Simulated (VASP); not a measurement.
# TlRh4 (Im-3m) in VASP: single point with PBE

Aim: the single point of TlRh4 with PBE.

Everything below comes from runs of VASP 6.6.1. Logs are shortened: lines on timing, memory, paths and dates and some standing lists are left out, and cuts for length are marked.

### Step 1. The cell of the first run

Symmetry: Im-3m, No. 229, cubic system. The conventional cell has a = 5.921 Å, b = 5.921 Å, c = 5.921 Å, α = 90.00°, β = 90.00°, γ = 90.00°. Within 3.4 Å of Tl (site symmetry m-3m) lie 8 Rh at 2.56 Å. Rh (site symmetry -3m) has 2 Tl at 2.56 Å and 6 Rh at 2.96 Å within 3.4 Å.

The cell was built from a structure type or drawn by symmetry, and may not be a known phase.

### Step 2. Single point, PBE

The input, INCAR:

```
ALGO = Normal
EDIFF = 1E-7
ENCUT = 520
GGA = PE
ISIF = 2
ISMEAR = 0
LASPH = T
LCHARG = F
LREAL = F
LWAVE = F
NBANDS = 44
NELM = 80
PREC = Accurate
SIGMA = 0.1
```

The input, KPOINTS:

```
k-points
0
Gamma
  4 4 4
```

The input, POSCAR:

```
TlRh4
1.0
   -2.9606320353      2.9606320353      2.9606320353
    2.9606320353     -2.9606320353      2.9606320353
    2.9606320353      2.9606320353     -2.9606320353
Tl Rh
1 4
Direct
    0.0000000000      0.0000000000      0.0000000000
    0.0000000000      0.5000069073      0.0000000000
    0.4999930927      0.4999930927      0.4999930927
    0.0000000000      0.0000000000      0.5000069073
    0.5000069073      0.0000000000      0.0000000000
```

Potentials or basis: VASP PAW PBE potentials, release 64 (Tl_d, Rh_pv).

The run is started by

```
$ cat potpaw_PBE.64/Tl_d/POTCAR potpaw_PBE.64/Rh_pv/POTCAR > POTCAR
$ mpirun -np 1 vasp_std > vasp.out
```

OUTCAR:

```text
EDIFF = 1E-7
   ENCUT = 520
   GGA = PE
   ISIF = 2
   ISMEAR = 0
   LASPH = T
   LREAL = F
   NELM = 80
   PREC = Accurate

 ion  position               nearest neighbor table
   1  0.000  0.000  0.000-   2 2.56   3 2.56   4 2.56   5 2.56   2 2.56   4 2.56   5 2.56   3 2.56

   2  0.000  0.500  0.000-   1 2.56   1 2.56   3 2.96   4 2.96   4 2.96   5 2.96   5 2.96   3 2.96

   3  0.500  0.500  0.500-   1 2.56   1 2.56   5 2.96   2 2.96   4 2.96   4 2.96   2 2.96   5 2.96

   4  0.000  0.000  0.500-   1 2.56   1 2.56   5 2.96   3 2.96   2 2.96   2 2.96   5 2.96   3 2.96

   5  0.500  0.000  0.000-   1 2.56   1 2.56   3 2.96   4 2.96   2 2.96   2 2.96   4 2.96   3 2.96

  LATTYP: Found a body centered cubic cell.
 ALAT       =     5.9212640706

  Lattice vectors:

 A1 = (  -2.9606320353,   2.9606320353,   2.9606320353)
 A2 = (   2.9606320353,  -2.9606320353,   2.9606320353)
 A3 = (   2.9606320353,   2.9606320353,  -2.9606320353)

Analysis of symmetry for initial positions (statically):
=====================================================================
 Subroutine PRICEL returns:
 Original cell was already a primitive cell.

 Routine SETGRP: Setting up the symmetry group for a
 body centered cubic supercell.

 Subroutine GETGRP returns: Found 24 space group operations
 (whereof 24 operations were pure point group operations)
 out of a pool of 48 trial point group operations.

The static configuration has the point symmetry T_d .

Analysis of symmetry for dynamics (positions and initial velocities):
=====================================================================
 Subroutine PRICEL returns:
 Original cell was already a primitive cell.

 Routine SETGRP: Setting up the symmetry group for a
 body centered cubic supercell.

 Subroutine GETGRP returns: Found 24 space group operations
 (whereof 24 operations were pure point group operations)
 out of a pool of 48 trial point group operations.

The dynamic configuration has the point symmetry T_d .

 Subroutine INISYM returns: Found 24 space group operations
 (whereof 24 operations are pure point group operations),
 and found     1 'primitive' translations

----------------------------------------------------------------------------------------

                                     Primitive cell

  volume of cell :     103.8038

  direct lattice vectors                    reciprocal lattice vectors
    -2.960632035  2.960632035  2.960632035     0.000000000  0.168882858  0.168882858
     2.960632035 -2.960632035  2.960632035     0.168882858  0.000000000  0.168882858
     2.960632035  2.960632035 -2.960632035     0.168882858  0.168882858  0.000000000

  length of vectors
     5.127965108  5.127965108  5.127965108     0.238836428  0.238836428  0.238836428

  position of ions in fractional coordinates (direct lattice)
     0.000000000  0.000000000  0.000000000
     0.000000000  0.500006907  0.000000000
     0.499993093  0.499993093  0.499993093
     0.000000000  0.000000000  0.500006907
     0.500006907  0.000000000  0.000000000

  ion indices of the primitive-cell ions
   primitive index   ion index
                 1           1
                 2           2
                 3           3
                 4           4
                 5           5

----------------------------------------------------------------------------------------

 KPOINTS: k-points

Automatic generation of k-mesh.
 Grid dimensions read from file:
 generate k-points for:    4    4    4

 Generating k-lattice:

  Cartesian coordinates                     Fractional coordinates (reciprocal lattice)
     0.000000000  0.042220715  0.042220715     0.250000000  0.000000000  0.000000000
     0.042220715  0.000000000  0.042220715     0.000000000  0.250000000  0.000000000
     0.042220715  0.042220715  0.000000000     0.000000000  0.000000000  0.250000000

  Length of vectors
     0.059709107  0.059709107  0.059709107

  Shift w.r.t. Gamma in fractional coordinates (k-lattice)
     0.000000000  0.000000000  0.000000000

 Subroutine IBZKPT returns following result:
 ===========================================

 Found      8 irreducible k-points:

 Following reciprocal coordinates:
            Coordinates               Weight
  0.000000  0.000000  0.000000      1.000000
  0.250000  0.000000  0.000000     12.000000
  0.500000  0.000000  0.000000      6.000000
  0.250000  0.250000  0.000000     24.000000
  0.250000  0.250000  0.250000      2.000000
 -0.250000  0.250000  0.250000      6.000000
  0.500000  0.500000  0.250000     12.000000
  0.500000  0.500000  0.500000      1.000000
   k-points           NKPTS =      8   k-points in BZ     NKDIM =      8   number of bands    NBANDS=     44
   number of dos      NEDOS =    301   number of ions     NIONS =      5
   total plane-waves  NPLWV =  64000
   dimension x,y,z NGX =    40 NGY =   40 NGZ =   40
   dimension x,y,z NGXF=    80 NGYF=   80 NGZF=   80
   ions per type =               1   4
   NGX,Y,Z   is equivalent  to a cutoff of  12.97, 12.97, 12.97 a.u.
   NGXF,Y,Z  is equivalent  to a cutoff of  25.94, 25.94, 25.94 a.u.
 SYSTEM =  unknown system
   PREC   = accura    normal or accurate (medium, high low for compatibility)
   ISTART =      0    job   : 0-new  1-cont  2-samecut
   ICHARG =      2    charge: 1-file 2-atom 10-const
   ISPIN  =      1    spin polarized calculation?
   LNONCOLLINEAR =      F non collinear calculations
   LSORBIT =      F    spin-orbit coupling
   LASPH  =      T    aspherical Exc in radial PAW
   ENCUT  =  520.0 eV  38.22 Ry    6.18 a.u.   9.53  9.53  9.53*2*pi/ulx,y,z
   NELM   =     80;   NELMIN=  2; NELMDL= -5     # of ELM steps
   EDIFF  = 0.1E-06   stopping-criterion for ELM
   LREAL  =      F    real-space projection
   EDIFFG = 0.1E-05   stopping-criterion for IOM
   NSW    =      0    number of steps for IOM
   IBRION =     -1    ionic relax: 0-MD 1-quasi-New 2-CG
   NFREE  =      0    steps in history (QN), initial steepest desc. (CG)
   ISIF   =      2    stress and relaxation
   ISYM   =      2    0-nonsym 1-usesym 2-fastsym
   POTIM  = 0.5000    time-step for ionic-motion
   TEBEG  =    0.0;   TEEND  =   0.0 temperature during run
   PSTRESS=    0.0 pullay stress
   NELECT =      73.0000    total number of electrons
   NUPDOWN=      -1.0000    fix difference up-down
   EMIN   =  10.00;   EMAX   =-10.00  energy-range for DOS
   EFERMI =   0.00;   METHOD = LEGACY
   ISMEAR =     0;   SIGMA  =   0.10  broadening in eV -4-tet -1-fermi 0-gaus
   EFERMI_NEDOS =   21; number of points for ismear=-14 and -15
   IALGO  =     38    algorithm
   IMIX   =      4    mixing-type and parameters
     AMIX     =   0.40;   BMIX     =  1.00
     AMIX_MAG =   1.60;   BMIX_MAG =  1.00
  volume/ion in A,a.u.               =      20.76       140.10
  Fermi-wavevector in a.u.,A,eV,Ry     =   1.455832  2.751124 28.836837  2.119448
  Thomas-Fermi vector in A             =   2.572821
   LORBIT       =      0    0 simple, 1 ext, 2 COOP (PROOUT), +10 PAW based schemes
   GGA     = PE    functional components
   LHFCALC =     F    Hartree Fock is set to
   AEXX    =    0.0000 exact exchange contribution
   IVDW    =     0    specifies the selected vdW correction
   LEPSILON=     F    determine dielectric tensor
   LRPA    =     F    only Hartree local field effects (RPA)
 non-spin polarized calculation
 Gauss-broadening in eV      SIGMA  =   0.10
  energy-cutoff  :      520.00
  volume of cell :      103.80
 maximum number of plane-waves:      2808
 NGX is ok and might be reduce to    40
   NGX = 19   NGY = 19   NGZ = 19

 number of electron      73.0000023 magnetization

 Free energy of the ion-electron system (eV)
  ---------------------------------------------------
  ext. energy  EPLUGINS =         0.00000000
  ---------------------------------------------------
  free energy    TOTEN  =       -24.37498714 eV

  energy without entropy =      -24.32153286  energy(sigma->0) =      -24.34826000

 E-fermi :   6.3752     XC(G=0): -11.3338

 val. band max:        6.3358298887   @ k =   0.5000   0.0000   0.0000
 cond. band min:       6.4016659092   @ k =   0.5000   0.5000   0.2500
 fundamental gap:      0.0658360205
 Fermi energy:         6.3752122734

 k-point     1 :       0.0000    0.0000    0.0000
  band No.  band energies     occupation
      1     -39.3116      2.00000
      2     -39.3116      2.00000
      3     -39.3116      2.00000
      4     -39.1831      2.00000
      5     -39.1255      2.00000
      6     -39.1255      2.00000
[... 36 lines left out ...]
     43      10.7562      0.00000
     44      10.7562      0.00000

 k-point     2 :       0.2500    0.0000    0.0000
  band No.  band energies     occupation
      1     -39.3106      2.00000
      2     -39.3070      2.00000
      3     -39.2924      2.00000
      4     -39.2012      2.00000
      5     -39.1165      2.00000
      6     -39.1160      2.00000
[... 36 lines left out ...]
     43      10.6984      0.00000
     44      11.6217      0.00000

 k-point     3 :       0.5000    0.0000    0.0000
  band No.  band energies     occupation
      1     -39.3097      2.00000
      2     -39.3024      2.00000
      3     -39.2478      2.00000
      4     -39.2447      2.00000
      5     -39.1006      2.00000
      6     -39.0995      2.00000
[... 36 lines left out ...]
     43      10.6564      0.00000
     44      13.0745      0.00000

 k-point     4 :       0.2500    0.2500    0.0000
  band No.  band energies     occupation
      1     -39.3164      2.00000
      2     -39.2781      2.00000
      3     -39.2772      2.00000
      4     -39.2328      2.00000
      5     -39.1104      2.00000
      6     -39.0788      2.00000
[... 36 lines left out ...]
     43      12.0008      0.00000
     44      13.2940      0.00000

 k-point     5 :       0.2500    0.2500    0.2500
  band No.  band energies     occupation
      1     -39.2752      2.00000
      2     -39.2708      2.00000
      3     -39.2708      2.00000
      4     -39.2708      2.00000
      5     -39.0579      2.00000
      6     -39.0579      2.00000
[... 36 lines left out ...]
     43      14.2599      0.00000
     44      14.2599      0.00000

 k-point     6 :      -0.2500    0.2500    0.2500
  band No.  band energies     occupation
      1     -39.3358      2.00000
      2     -39.2835      2.00000
      3     -39.2835      2.00000
      4     -39.2184      2.00000
      5     -39.1328      2.00000
      6     -39.0867      2.00000
[... 36 lines left out ...]
     43      11.9997      0.00000
     44      11.9997      0.00000

 k-point     7 :       0.5000    0.5000    0.2500
  band No.  band energies     occupation
      1     -39.3468      2.00000
      2     -39.2740      2.00000
      3     -39.2557      2.00000
      4     -39.2543      2.00000
      5     -39.1293      2.00000
      6     -39.1174      2.00000
[... 36 lines left out ...]
     43      11.3228      0.00000
     44      12.3212      0.00000

 k-point     8 :       0.5000    0.5000    0.5000
  band No.  band energies     occupation
      1     -39.3661      2.00000
      2     -39.2633      2.00000
      3     -39.2633      2.00000
      4     -39.2633      2.00000
      5     -39.1401      2.00000
      6     -39.1401      2.00000
[... 36 lines left out ...]
     43       9.1316      0.00000
     44      14.7504      0.00000

------------------------ aborting loop because EDIFF is reached ----------------------------------------

  FORCE on cell =-STRESS in cart. coord.  units (eV):
  Direction    XX          YY          ZZ          XY          YZ          ZX
  --------------------------------------------------------------------------------------
  -------------------------------------------------------------------------------------
  Total       -0.0912708     -0.0912708     -0.0912708      0.0000000      0.0000000      0.0000000
  in kB       -1.4087349     -1.4087349     -1.4087349      0.0000000      0.0000000      0.0000000
  external PRESSURE =      -1.4087349 kB  Pullay stress =       0.0000000 kB

 VOLUME and BASIS-vectors are now :
 -----------------------------------------------------------------------------
  energy-cutoff  :      520.00
  volume of cell :      103.80
      direct lattice vectors                 reciprocal lattice vectors
    -2.960632035  2.960632035  2.960632035     0.000000000  0.168882858  0.168882858
     2.960632035 -2.960632035  2.960632035     0.168882858  0.000000000  0.168882858
     2.960632035  2.960632035 -2.960632035     0.168882858  0.168882858  0.000000000

 POSITION                                       TOTAL-FORCE (eV/Angst)
 -----------------------------------------------------------------------------------
      0.00000      0.00000      0.00000         0.000000     -0.000000     -0.000000
      1.48034     -1.48034      1.48034        -0.000388      0.000388     -0.000388
      1.48030      1.48030      1.48030         0.000388      0.000388      0.000388
      1.48034      1.48034     -1.48034        -0.000388     -0.000388      0.000388
     -1.48034      1.48034      1.48034         0.000388     -0.000388     -0.000388
 -----------------------------------------------------------------------------------
    total drift:                               -0.000000     -0.000000     -0.000000

  FREE ENERGIE OF THE ION-ELECTRON SYSTEM (eV)
  ---------------------------------------------------
  free  energy   TOTEN  =       -24.3749871373 eV

  energy  without entropy=      -24.3215328600  energy(sigma->0) =      -24.34826000
```

Wall time 36 s (1 thread of Intel Xeon Platinum 8375C at 2.90GHz (Ice Lake), shared host); peak memory 0.24 GiB.

What came out:

```
Free energy            : -24.3750 eV
Pressure               : -0.1 GPa
Band gap on the k mesh : zero (an odd number of electrons rules out a gap without spin polarisation)
```

Caveat: the k points lie up to 0.38 Å⁻¹ apart, too coarse for converged energies and pressures of a metal; spin-orbit coupling is left out, which moves the levels of the heavy elements.
